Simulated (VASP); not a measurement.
# HfN in VASP: further runs

The runs below take HfN through single point, with PBE.

Program: VASP 6.6.1. These are calculated values, not measurements. Logs are shortened: lines on timing, memory, paths and dates and some standing lists are left out, and cuts for length are marked.

## 1. The cell of the first run

The cell holds a wire with vacuum, 2 atoms: a = 9.000 Å, b = 9.300 Å, c = 4.093 Å, α = 90.00°, β = 90.00°, γ = 90.00°.

## 2. Single point, PBE, collinear spin, ferromagnetic start

Contents of INCAR:

```
SYSTEM = HfN
ALGO = Normal ; EDIFF = 1E-6
ENCUT = 520 ; GGA = PE
ISIF = 2 ; ISMEAR = 0
ISPIN = 2 ; LASPH = .True.
LCHARG = .False. ; LMAXMIX = 4
LORBIT = 11 ; LREAL = .False.
LWAVE = .False. ; MAGMOM = 1.5 0.5
NBANDS = 18 ; NELM = 150
PREC = Accurate ; SIGMA = 0.05
```

Contents of KPOINTS:

```
k-points
0
Gamma
  1 1 16
  0 0 0
```

Contents of POSCAR:

```
HfN
1.0
    9.0000000000      0.0000000000      0.0000000000
    0.0000000000      9.3000000000      0.0000000000
    0.0000000000      0.0000000000      4.0930118123
Hf N
1 1
Direct
    0.5000000000      0.5000000000      0.0000000000
    0.5000000000      0.5000000000      0.4650000000
```

Potentials or basis: VASP PAW PBE potentials, release 64 (Hf_pv, N).

Started as:

```
> cat potpaw_PBE.64/Hf_pv/POTCAR potpaw_PBE.64/N/POTCAR > POTCAR
> mpirun -np 1 vasp_std > vasp.out
```

OUTCAR:

```text
SYSTEM = HfN
   EDIFF = 1E-6
   ENCUT = 520
   GGA = PE
   ISIF = 2
   ISMEAR = 0
   ISPIN = 2
   LASPH = .True.
   LORBIT = 11
   LREAL = .False.
   NELM = 150
   PREC = Accurate

 ion  position               nearest neighbor table
   1  0.500  0.500  0.000-   2 1.90   2 2.19
   2  0.500  0.500  0.465-   1 1.90   1 2.19

  LATTYP: Found a simple orthorhombic cell.
 ALAT       =     4.0930118123
 B/A-ratio  =     2.1988697841
 C/A-ratio  =     2.2721654436

  Lattice vectors:

 A1 = (   0.0000000000,   0.0000000000,   4.0930118123)
 A2 = (   9.0000000000,   0.0000000000,   0.0000000000)
 A3 = (   0.0000000000,   9.3000000000,   0.0000000000)

Analysis of symmetry for initial positions (statically):
=====================================================================
 Subroutine PRICEL returns:
 Original cell was already a primitive cell.

 Routine SETGRP: Setting up the symmetry group for a
 simple orthorhombic supercell.

 Subroutine GETGRP returns: Found  4 space group operations
 (whereof  4 operations were pure point group operations)
 out of a pool of  8 trial point group operations.

The static configuration has the point symmetry C_2v.

Analysis of symmetry for dynamics (positions and initial velocities):
=====================================================================
 Subroutine PRICEL returns:
 Original cell was already a primitive cell.

 Routine SETGRP: Setting up the symmetry group for a
 simple orthorhombic supercell.

 Subroutine GETGRP returns: Found  4 space group operations
 (whereof  4 operations were pure point group operations)
 out of a pool of  8 trial point group operations.

The dynamic configuration has the point symmetry C_2v.

Analysis of structural, dynamic, and magnetic symmetry:
=====================================================================
 Subroutine PRICEL returns:
 Original cell was already a primitive cell.

 Routine SETGRP: Setting up the symmetry group for a
 simple orthorhombic supercell.

 Subroutine GETGRP returns: Found  4 space group operations
 (whereof  4 operations were pure point group operations)
 out of a pool of  8 trial point group operations.

The overall configuration has the point symmetry C_2v.

 Subroutine INISYM returns: Found  4 space group operations
 (whereof  4 operations are pure point group operations),
 and found     1 'primitive' translations

----------------------------------------------------------------------------------------

[... 100 lines left out ...]
   LORBIT       =     11    0 simple, 1 ext, 2 COOP (PROOUT), +10 PAW based schemes
   GGA     = PE    functional components
   LHFCALC =     F    Hartree Fock is set to
   AEXX    =    0.0000 exact exchange contribution
   IVDW    =     0    specifies the selected vdW correction
   LEPSILON=     F    determine dielectric tensor
   LRPA    =     F    only Hartree local field effects (RPA)
 spin polarized calculation
 Gauss-broadening in eV      SIGMA  =   0.05
  energy-cutoff  :      520.00
  volume of cell :      342.59
 maximum number of plane-waves:      9265
 NGX is ok and might be reduce to    70
   NGX = 33   NGY = 35   NGZ = 15

 number of electron      15.0000002 magnetization       0.9993283

 Free energy of the ion-electron system (eV)
  ---------------------------------------------------
  ext. energy  EPLUGINS =         0.00000000
  ---------------------------------------------------
  free energy    TOTEN  =       -15.51229569 eV

  energy without entropy =      -15.51222138  energy(sigma->0) =      -15.51225853

 E-fermi :  -3.1533     XC(G=0):  -2.4767

 val. band max:       -3.2431523898   @ k =   0.0000   0.0000   0.0000
 cond. band min:      -3.0528347877   @ k =   0.0000   0.0000   0.1250
 fundamental gap:      0.1903176022
 Fermi energy:        -3.1533373847

 spin component 1

 k-point     1 :       0.0000    0.0000    0.0000
  band No.  band energies     occupation
      1     -35.3407      1.00000
      2     -35.3399      1.00000
      3     -34.4430      1.00000
      4     -15.9953      1.00000
      5      -4.3438      1.00000
      6      -4.3421      1.00000
[... 165 lines left out ...]
      4     -14.4731      1.00000
      5      -7.5791      1.00000
      6      -5.6087      1.00000
[... 10 lines left out ...]
     17       3.2586      0.00000
     18       3.2887      0.00000
 Fermi energy:        -3.1533373847

 spin component 2

 k-point     1 :       0.0000    0.0000    0.0000
  band No.  band energies     occupation
      1     -35.1361      1.00000
      2     -35.1347      1.00000
      3     -34.2647      1.00000
      4     -15.8713      1.00000
      5      -4.2539      1.00000
      6      -4.2522      1.00000
[... 166 lines left out ...]
      5      -7.3025      1.00000
      6      -5.5204      1.00000
[... 10 lines left out ...]
     17       3.4156      0.00000
     18       3.5350      0.00000

------------------------ aborting loop because EDIFF is reached ----------------------------------------

  FORCE on cell =-STRESS in cart. coord.  units (eV):
  Direction    XX          YY          ZZ          XY          YZ          ZX
  --------------------------------------------------------------------------------------
  -------------------------------------------------------------------------------------
  Total       -0.0674991     -0.0530102     -4.3855835      0.0000000      0.0000000      0.0000000
  in kB       -0.3156750     -0.2479143    -20.5101818      0.0000000      0.0000000      0.0000000
  external PRESSURE =      -7.0245903 kB  Pullay stress =       0.0000000 kB

 VOLUME and BASIS-vectors are now :
 -----------------------------------------------------------------------------
  energy-cutoff  :      520.00
  volume of cell :      342.59
      direct lattice vectors                 reciprocal lattice vectors
     9.000000000  0.000000000  0.000000000     0.111111111  0.000000000  0.000000000
     0.000000000  9.300000000  0.000000000     0.000000000  0.107526882  0.000000000
     0.000000000  0.000000000  4.093011812     0.000000000  0.000000000  0.244318865

 POSITION                                       TOTAL-FORCE (eV/Angst)
 -----------------------------------------------------------------------------------
      4.50000      4.65000      0.00000         0.000000      0.000000     -0.846695
      4.50000      4.65000      1.90325         0.000000      0.000000      0.846695
 -----------------------------------------------------------------------------------
    total drift:                                0.000000      0.000000      0.000186

  FREE ENERGIE OF THE ION-ELECTRON SYSTEM (eV)
  ---------------------------------------------------
  free  energy   TOTEN  =       -15.5122956894 eV

  energy  without entropy=      -15.5122213751  energy(sigma->0) =      -15.51225853

 total charge

# of ion       s       p       d       tot
------------------------------------------
    1        0.412   6.410   1.388   8.211
    2        1.286   2.373   0.000   3.659
--------------------------------------------------
tot          1.698   8.783   1.388  11.869

 magnetization (x)

# of ion       s       p       d       tot
------------------------------------------
    1        0.165   0.048   0.184   0.397
    2        0.006   0.054   0.000   0.060
--------------------------------------------------
tot          0.171   0.101   0.184   0.457
```

stdout:

```text
POSCAR found type information on POSCAR HfN
 POSCAR found :  2 types and       2 ions
 scaLAPACK will be used
 LDA part: xc-table for (Slater+PW92), standard interpolation
 POSCAR, INCAR and KPOINTS ok, starting setup
 FFT: planning ... GRIDC
 FFT: planning ... GRID_SOFT
 FFT: planning ... GRID
 WAVECAR not read
 entering main loop
```

It took 1.8 min on 1 thread of Intel Xeon 6975P-C (Granite Rapids), shared host; peak memory 0.53 GiB.

Results:

- Free energy: -15.5123 eV
- Largest force: 0.847 eV/Å
- Band gap on the k mesh: 0.19 eV, indirect (least direct gap 0.45 eV)
- Net moment: 1.00 μB per cell
- Site moments: Hf +0.40; N +0.06 μB
- Valence electrons inside the program's atomic spheres: Hf 8.21; N 3.66

Forces in eV/Å, atoms in the order of the input:
```
Hf   0.000  0.000 -0.847
N    0.000  0.000  0.847
```

Levels at points of the mesh, in eV from the valence-band top:
Spin up:
```csv
k point,band 6,band 7,band 8,band 9,band 10,band 11
"(0.00, 0.00, 0.00)",-1.10,-0.92,0.00,0.64,0.66,1.91
"(0.00, 0.00, 0.50)",-2.37,-2.36,-0.39,0.85,0.85,3.66
```
Spin down:
```csv
k point,band 3,band 4,band 5,band 6,band 7,band 8,band 9,band 10,band 11,band 12
"(0.00, 0.00, 0.00)",-31.02,-12.63,-1.01,-1.01,-0.20,0.45,1.33,1.35,2.16,2.17
"(0.00, 0.00, 0.50)",-31.09,-11.12,-4.06,-2.28,-2.28,0.58,1.57,1.57,4.47,4.49
```

Caveat: spin-orbit coupling is left out, which moves the levels of the heavy elements.

## 3. Single point, PBE, collinear spin, ferromagnetic start

This run uses another cell than the first one, of 154.05 Å³/atom, 0.899 times its volume.

Contents of INCAR:

```
SYSTEM = HfN
PREC     = Accurate       ! precision mode
ENCUT    = 520            ! plane-wave cutoff, eV
EDIFF    = 1E-6           ! SCF threshold, eV
ISMEAR   = 0              ! smearing method
SIGMA    = 0.05           ! smearing width, eV
LREAL    = .False.        ! projectors in reciprocal space
LASPH    = .True.         ! aspherical terms in the spheres
NELM     = 150            ! most SCF steps
ALGO     = Normal         ! electronic algorithm
ISIF     = 2              ! what is computed and relaxed
LWAVE    = .False.        ! write WAVECAR
LCHARG   = .False.        ! write CHGCAR
ISPIN    = 2              ! spin polarisation
MAGMOM   = 1.5 0.5        ! initial moments
LORBIT   = 11             ! projections on sites
LMAXMIX  = 4              ! l up to which the mixer works
GGA      = PE             ! functional
NBANDS   = 18             ! bands
```

Contents of KPOINTS:

```
Automatic mesh
0
Gamma
  1 1 18
  0 0 0
```

Contents of POSCAR:

```
HfN
1.0
    9.9000000000      0.0000000000      0.0000000000
    0.0000000000      9.3000000000      0.0000000000
    0.0000000000      0.0000000000      3.3462992073
Hf N
1 1
Direct
    0.4517359224      0.5000000000      0.0000000000
    0.5482640776      0.5000000000      0.5000000000
```

Potentials or basis: VASP PAW PBE potentials, release 64 (Hf_pv, N).

Started as:

```
> cat potpaw_PBE.64/Hf_pv/POTCAR potpaw_PBE.64/N/POTCAR > POTCAR
> mpirun -np 1 vasp_std > vasp.out
```

Run time: 1.7 min. Hardware: 1 thread of Intel Xeon 6975P-C (Granite Rapids), shared host; peak memory 0.53 GiB.

It converged, with:

- Free energy: -16.8009 eV
- Largest force: 0.065 eV/Å
- Net moment: 0.00 μB per cell
- Valence electrons inside the program's atomic spheres: Hf 8.49; N 3.72

Forces on the atoms (eV/Å):
```
Hf   0.065  0.000  0.000
N   -0.065  0.000  0.000
```

Levels at points of the mesh, in eV from the Fermi level:
Spin up:
```csv
k point,band 4,band 5,band 6,band 7,band 8,band 9,band 10,band 11
"(0.00, 0.00, 0.00)",-13.25,-3.35,-3.08,-2.10,-0.81,0.97,1.10,2.89
"(0.00, 0.00, 0.50)",-12.13,-3.05,-3.01,-0.75,0.88,1.06,1.65,2.26
```
Spin down:
| k point | band 3 | band 4 | band 5 | band 6 | band 7 | band 8 | band 9 | band 10 | band 11 | band 12 |
| --- | --- | --- | --- | --- | --- | --- | --- | --- | --- | --- |
| (0.00, 0.00, 0.00) | -30.96 | -13.25 | -3.35 | -3.08 | -2.10 | -0.81 | 0.97 | 1.10 | 2.89 | 3.77 |
| (0.00, 0.00, 0.50) | -31.38 | -12.13 | -3.05 | -3.01 | -0.75 | 0.88 | 1.06 | 1.65 | 2.26 | 4.07 |

Caveat: spin-orbit coupling is left out, which moves the levels of the heavy elements.
